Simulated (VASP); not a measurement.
# Os (Pm-3m) in VASP: a series of runs

Os is run at these levels: LDA; tasks: single point, relaxation of cell and atoms.

All numbers are computed with VASP 6.6.1; they aren't measurements. Logs are shortened: lines on timing, memory, paths and dates and some standing lists are left out, and cuts for length are marked.

### Step 1. The cell of the first run

The structure is cubic, space group Pm-3m (No. 221). Conventional cell: a = 2.516 Å, b = 2.516 Å, c = 2.516 Å, α = 90.00°, β = 90.00°, γ = 90.00°. Within 3.3 Å of Os (site symmetry m-3m) lie 6 Os at 2.52 Å.

### Step 2. Single point, LDA

The input, INCAR:

```
ALGO = Normal
EDIFF = 1E-6
ENCUT = 520
ISIF = 2
ISMEAR = -1
LASPH = T
LCHARG = F
LREAL = F
LWAVE = F
NBANDS = 10
NELM = 80
PREC = Accurate
SIGMA = 0.05
```

The input, KPOINTS:

```
k-points
0
Gamma
  9 9 9
```

The input, POSCAR:

```
Os
1.0
    2.5159255061      0.0000000000      0.0000000000
    0.0000000000      2.5159255061      0.0000000000
    0.0000000000      0.0000000000      2.5159255061
Os
1
Direct
    0.0000000000      0.0000000000      0.0000000000
```

Potentials or basis: VASP PAW LDA potentials, release 64 (Os).

On the command line:

```sh
$ cat potpaw_LDA.64/Os/POTCAR > POTCAR
$ mpirun -np 1 vasp_std > vasp.out
```

OUTCAR:

```text
EDIFF = 1E-6
   ENCUT = 520
   ISIF = 2
   ISMEAR = -1
   LASPH = T
   LREAL = F
   NELM = 80
   PREC = Accurate

 ion  position               nearest neighbor table
   1  0.000  0.000  0.000-

  LATTYP: Found a simple cubic cell.
 ALAT       =     2.5159255061

  Lattice vectors:

 A1 = (   2.5159255061,   0.0000000000,   0.0000000000)
 A2 = (   0.0000000000,   2.5159255061,   0.0000000000)
 A3 = (   0.0000000000,   0.0000000000,   2.5159255061)

Analysis of symmetry for initial positions (statically):
=====================================================================
 Subroutine PRICEL returns:
 Original cell was already a primitive cell.

 Routine SETGRP: Setting up the symmetry group for a
 simple cubic supercell.

 Subroutine GETGRP returns: Found 48 space group operations
 (whereof 48 operations were pure point group operations)
 out of a pool of 48 trial point group operations.

The static configuration has the point symmetry O_h .

Analysis of symmetry for dynamics (positions and initial velocities):
=====================================================================
 Subroutine PRICEL returns:
 Original cell was already a primitive cell.

 Routine SETGRP: Setting up the symmetry group for a
 simple cubic supercell.

 Subroutine GETGRP returns: Found 48 space group operations
 (whereof 48 operations were pure point group operations)
 out of a pool of 48 trial point group operations.

The dynamic configuration has the point symmetry O_h .

 Subroutine INISYM returns: Found 48 space group operations
 (whereof 48 operations are pure point group operations),
 and found     1 'primitive' translations

----------------------------------------------------------------------------------------

                                     Primitive cell

  volume of cell :      15.9255

  direct lattice vectors                    reciprocal lattice vectors
     2.515925506  0.000000000  0.000000000     0.397468048  0.000000000  0.000000000
     0.000000000  2.515925506  0.000000000     0.000000000  0.397468048  0.000000000
     0.000000000  0.000000000  2.515925506     0.000000000  0.000000000  0.397468048

  length of vectors
     2.515925506  2.515925506  2.515925506     0.397468048  0.397468048  0.397468048

  position of ions in fractional coordinates (direct lattice)
     0.000000000  0.000000000  0.000000000

  ion indices of the primitive-cell ions
   primitive index   ion index
                 1           1

----------------------------------------------------------------------------------------

 KPOINTS: k-points

Automatic generation of k-mesh.
 Grid dimensions read from file:
 generate k-points for:    9    9    9

 Generating k-lattice:

  Cartesian coordinates                     Fractional coordinates (reciprocal lattice)
     0.044163116  0.000000000  0.000000000     0.111111111  0.000000000  0.000000000
     0.000000000  0.044163116  0.000000000     0.000000000  0.111111111  0.000000000
     0.000000000  0.000000000  0.044163116     0.000000000  0.000000000  0.111111111

  Length of vectors
     0.044163116  0.044163116  0.044163116

  Shift w.r.t. Gamma in fractional coordinates (k-lattice)
     0.000000000  0.000000000  0.000000000

 Subroutine IBZKPT returns following result:
 ===========================================

 Found     35 irreducible k-points:

 Following reciprocal coordinates:
            Coordinates               Weight
  0.000000  0.000000  0.000000      1.000000
  0.111111  0.000000  0.000000      6.000000
  0.222222  0.000000  0.000000      6.000000
  0.333333  0.000000  0.000000      6.000000
  0.444444  0.000000  0.000000      6.000000
  0.111111  0.111111  0.000000     12.000000
[... 16 lines left out ...]
  0.333333  0.333333  0.111111     24.000000
  0.444444  0.333333  0.111111     48.000000
 [... further k-points ...]
   k-points           NKPTS =     35   k-points in BZ     NKDIM =     35   number of bands    NBANDS=     10
   number of dos      NEDOS =    301   number of ions     NIONS =      1
   total plane-waves  NPLWV =   8000
   dimension x,y,z NGX =    20 NGY =   20 NGZ =   20
   dimension x,y,z NGXF=    40 NGYF=   40 NGZF=   40
   ions per type =               1
   NGX,Y,Z   is equivalent  to a cutoff of  13.22, 13.22, 13.22 a.u.
   NGXF,Y,Z  is equivalent  to a cutoff of  26.43, 26.43, 26.43 a.u.
 SYSTEM =  unknown system
   PREC   = accura    normal or accurate (medium, high low for compatibility)
   ISTART =      0    job   : 0-new  1-cont  2-samecut
   ICHARG =      2    charge: 1-file 2-atom 10-const
   ISPIN  =      1    spin polarized calculation?
   LNONCOLLINEAR =      F non collinear calculations
   LSORBIT =      F    spin-orbit coupling
   LASPH  =      T    aspherical Exc in radial PAW
   ENCUT  =  520.0 eV  38.22 Ry    6.18 a.u.   4.68  4.68  4.68*2*pi/ulx,y,z
   NELM   =     80;   NELMIN=  2; NELMDL= -5     # of ELM steps
   EDIFF  = 0.1E-05   stopping-criterion for ELM
   LREAL  =      F    real-space projection
   EDIFFG = 0.1E-04   stopping-criterion for IOM
   NSW    =      0    number of steps for IOM
   IBRION =     -1    ionic relax: 0-MD 1-quasi-New 2-CG
   NFREE  =      0    steps in history (QN), initial steepest desc. (CG)
   ISIF   =      2    stress and relaxation
   ISYM   =      2    0-nonsym 1-usesym 2-fastsym
   POTIM  = 0.5000    time-step for ionic-motion
   TEBEG  =    0.0;   TEEND  =   0.0 temperature during run
   PSTRESS=    0.0 pullay stress
   NELECT =       8.0000    total number of electrons
   NUPDOWN=      -1.0000    fix difference up-down
   EMIN   =  10.00;   EMAX   =-10.00  energy-range for DOS
   EFERMI =   0.00;   METHOD = LEGACY
   ISMEAR =    -1;   SIGMA  =   0.05  broadening in eV -4-tet -1-fermi 0-gaus
   EFERMI_NEDOS =   21; number of points for ismear=-14 and -15
   IALGO  =     38    algorithm
   IMIX   =      4    mixing-type and parameters
     AMIX     =   0.40;   BMIX     =  1.00
     AMIX_MAG =   1.60;   BMIX_MAG =  1.00
  volume/ion in A,a.u.               =      15.93       107.47
  Fermi-wavevector in a.u.,A,eV,Ry     =   1.301389  2.459268 23.042999  1.693613
  Thomas-Fermi vector in A             =   2.432526
   LORBIT       =      0    0 simple, 1 ext, 2 COOP (PROOUT), +10 PAW based schemes
   GGA     = CA    functional components
   LHFCALC =     F    Hartree Fock is set to
   AEXX    =    0.0000 exact exchange contribution
   IVDW    =     0    specifies the selected vdW correction
   LEPSILON=     F    determine dielectric tensor
   LRPA    =     F    only Hartree local field effects (RPA)
 non-spin polarized calculation
  energy-cutoff  :      520.00
  volume of cell :       15.93
 maximum number of plane-waves:       441
 NGX is ok and might be reduce to    20
   NGX =  9   NGY =  9   NGZ =  9

 number of electron       8.0000000 magnetization

 Free energy of the ion-electron system (eV)
  ---------------------------------------------------
  ext. energy  EPLUGINS =         0.00000000
  ---------------------------------------------------
  free energy    TOTEN  =       -11.06854667 eV

  energy without entropy =      -11.05849002  energy(sigma->0) =      -11.06351835

 E-fermi :   7.8180     XC(G=0): -13.2960

 val. band max:        7.7062987758   @ k =   0.3333   0.3333   0.0000
 cond. band min:       7.8507468326   @ k =   0.2222   0.1111   0.0000
 fundamental gap:      0.1444480568
 Fermi energy:         7.8179830520

 k-point     1 :       0.0000    0.0000    0.0000
  band No.  band energies     occupation
      1      -2.0750      2.00000
      2       1.3653      2.00000
      3       1.3653      2.00000
      4      10.1406      0.00000
      5      10.1406      0.00000
      6      10.1406      0.00000
      7      23.5708      0.00000
      8      23.5708      0.00000
      9      23.5708      0.00000
     10      29.9551      0.00000

 k-point     2 :       0.1111    0.0000    0.0000
  band No.  band energies     occupation
      1      -1.6687      2.00000
      2       1.4603      2.00000
      3       1.8131      2.00000
      4       9.6028      0.00000
      5       9.6028      0.00000
      6      10.1818      0.00000
      7      21.5055      0.00000
      8      24.3886      0.00000
      9      24.3886      0.00000
     10      30.4034      0.00000

 k-point     3 :       0.2222    0.0000    0.0000
  band No.  band energies     occupation
      1      -0.7003      2.00000
      2       1.7103      2.00000
      3       3.1625      2.00000
      4       8.4415      0.00001
      5       8.4415      0.00001
      6      10.2878      0.00000
      7      18.4092      0.00000
      8      26.3165      0.00000
      9      26.3165      0.00000
     10      27.2503      0.00000

 k-point     4 :       0.3333    0.0000    0.0000
  band No.  band energies     occupation
      1       0.3591      2.00000
      2       2.0124      2.00000
      3       5.0463      2.00000
      4       7.3472      1.99984
      5       7.3472      1.99984
      6      10.4109      0.00000
      7      16.1524      0.00000
      8      24.9131      0.00000
      9      28.4924      0.00000
     10      28.4924      0.00000

 k-point     5 :       0.4444    0.0000    0.0000
  band No.  band energies     occupation
      1       1.0961      2.00000
      2       2.2216      2.00000
      3       6.3553      2.00000
      4       6.7200      2.00000
      5       6.7200      2.00000
      6      10.4928      0.00000
      7      15.3305      0.00000
      8      23.6685      0.00000
      9      28.5520      0.00000
     10      30.1381      0.00000

 k-point     6 :       0.1111    0.1111    0.0000
  band No.  band energies     occupation
      1      -1.2561      2.00000
      2       1.7379      2.00000
      3       2.0688      2.00000
      4       9.0248      0.00000
      5       9.5560      0.00000
      6       9.7513      0.00000
      7      21.9603      0.00000
      8      22.5666      0.00000
      9      25.2194      0.00000
     10      30.0176      0.00000
[... 183 lines left out ...]
 k-point    21 :       0.3333    0.2222    0.1111
  band No.  band energies     occupation
      1       1.9008      2.00000
      2       3.3218      2.00000
      3       4.8662      2.00000
      4       6.4031      2.00000
      5       8.1543      0.00239
      6       8.4312      0.00001
      7      18.3300      0.00000
      8      22.8631      0.00000
      9      26.7221      0.00000
     10      29.4582      0.00000

 k-point    22 :       0.4444    0.2222    0.1111
  band No.  band energies     occupation
      1       2.5822      2.00000
      2       3.0823      2.00000
      3       4.7250      2.00000
      4       5.8429      2.00000
      5       8.4468      0.00001
      6      10.7479      0.00000
      7      15.9212      0.00000
      8      24.5047      0.00000
      9      26.2257      0.00000
     10      27.3686      0.00000

 k-point    23 :       0.3333    0.3333    0.1111
  band No.  band energies     occupation
      1       1.9762      2.00000
      2       3.0971      2.00000
      3       6.4195      2.00000
      4       6.4733      2.00000
      5       7.9862      0.06688
      6       9.0467      0.00000
      7      18.4425      0.00000
      8      21.2027      0.00000
      9      26.6430      0.00000
     10      28.6478      0.00000

 k-point    24 :       0.4444    0.3333    0.1111
  band No.  band energies     occupation
      1       1.6023      2.00000
      2       3.2952      2.00000
      3       6.0661      2.00000
      4       6.6141      2.00000
      5       8.5179      0.00000
      6      11.7834      0.00000
      7      16.0710      0.00000
      8      22.3717      0.00000
      9      24.4820      0.00000
     10      28.3640      0.00000

 [... further k-points ...]

------------------------ aborting loop because EDIFF is reached ----------------------------------------

  FORCE on cell =-STRESS in cart. coord.  units (eV):
  Direction    XX          YY          ZZ          XY          YZ          ZX
  --------------------------------------------------------------------------------------
  -------------------------------------------------------------------------------------
  Total        0.0017204      0.0017204      0.0017204      0.0000000      0.0000000      0.0000000
  in kB        0.1730798      0.1730798      0.1730798      0.0000000      0.0000000      0.0000000
  external PRESSURE =       0.1730798 kB  Pullay stress =       0.0000000 kB

 VOLUME and BASIS-vectors are now :
 -----------------------------------------------------------------------------
  energy-cutoff  :      520.00
  volume of cell :       15.93
      direct lattice vectors                 reciprocal lattice vectors
     2.515925506  0.000000000  0.000000000     0.397468048  0.000000000  0.000000000
     0.000000000  2.515925506  0.000000000     0.000000000  0.397468048  0.000000000
     0.000000000  0.000000000  2.515925506     0.000000000  0.000000000  0.397468048

 POSITION                                       TOTAL-FORCE (eV/Angst)
 -----------------------------------------------------------------------------------
      0.00000      0.00000      0.00000         0.000000      0.000000      0.000000
 -----------------------------------------------------------------------------------
    total drift:                               -0.000000      0.000000      0.000000

  FREE ENERGIE OF THE ION-ELECTRON SYSTEM (eV)
  ---------------------------------------------------
  free  energy   TOTEN  =       -11.0685466705 eV

  energy  without entropy=      -11.0584900223  energy(sigma->0) =      -11.06351835
```

Run time: 3.7 s. Hardware: 1 thread of Intel Xeon Platinum 8488C (Sapphire Rapids), shared host; peak memory 0.12 GiB.

Results:

```
Free energy            : -11.0685 eV
Pressure               : 0.0 GPa
Band gap on the k mesh : zero (band 4 reaches 12.07 eV, above the bottom of band 5 at 6.72 eV)
```

Caveat: spin-orbit coupling is left out, which moves the levels of the heavy elements.

### Step 3. Relaxation of cell and atoms, LDA

This run uses another cell than the first one, of 15.44 Å³/atom, 0.969 times its volume.

The input, INCAR:

```
PREC = Accurate
ENCUT = 600
EDIFF = 1E-6
ISMEAR = -1
SIGMA = 0.05
LREAL = False
LASPH = True
NELM = 60
ALGO = Normal
ISIF = 3
LWAVE = False
LCHARG = False
GGA = CA
IBRION = 2
NSW = 80
EDIFFG = -0.03
```

The input, KPOINTS:

```
Automatic mesh
0
Gamma
  9 9 9
```

The input, POSCAR:

```
Os
1.0
    2.4900000000      0.0000000000      0.0000000000
    0.0000000000      2.4900000000      0.0000000000
    0.0000000000      0.0000000000      2.4900000000
Os
1
Direct
    0.0000000000      0.0000000000      0.0000000000
```

Potentials or basis: VASP PAW LDA potentials, release 64 (Os).

On the command line:

```sh
$ cat potpaw_LDA.64/Os/POTCAR > POTCAR
$ mpirun -np 1 vasp_std > vasp.out
```

Run time: 7.7 s. Hardware: 1 thread of Intel Xeon Platinum 8488C (Sapphire Rapids), shared host; peak memory 0.12 GiB.

Results (log left out):

```
Free energy                            : -11.0698 eV
Relaxed volume                         : 15.93 Å³/atom
Relaxed cell                           : a = 2.516 Å, b = 2.516 Å, c = 2.516 Å, α = 90.00°, β = 90.00°, γ = 90.00°
Space group after relaxing (to 0.05 Å) : Pm-3m (No. 221)
Energy gained by relaxing              : 16.1 meV/atom
Ionic steps                            : 4
Pressure after relaxing                : 0.0 GPa
Band gap on the k mesh                 : zero (band 4 reaches 12.06 eV, above the bottom of band 5 at 6.71 eV)
```

Step by step:
```tsv
step	energy change (eV)	largest force (eV/Å)	pressure (GPa)	volume (Å³)
1	0.0000	0.0000	10.73	15.44
2	0.1695	0.0000	-27.56	17.86
3	-0.0161	0.0000	-0.52	15.96
4	-0.0161	0.0000	-0.01	15.93
```

Final structure:
```
CELL_PARAMETERS angstrom
2.51637 0.00000 0.00000
0.00000 2.51637 0.00000
0.00000 0.00000 2.51637
ATOMIC_POSITIONS crystal
Os 0.00000 0.00000 0.00000
```

Levels at points of the mesh, in eV from the Fermi level:
```csv
k point,band 1,band 2,band 3,band 4,band 5,band 6,band 7,band 8
"(0.00, 0.00, 0.00)",-9.89,-6.45,-6.45,2.32,2.32,2.32,15.75,15.75
```

Caveat: spin-orbit coupling is left out, which moves the levels of the heavy elements.
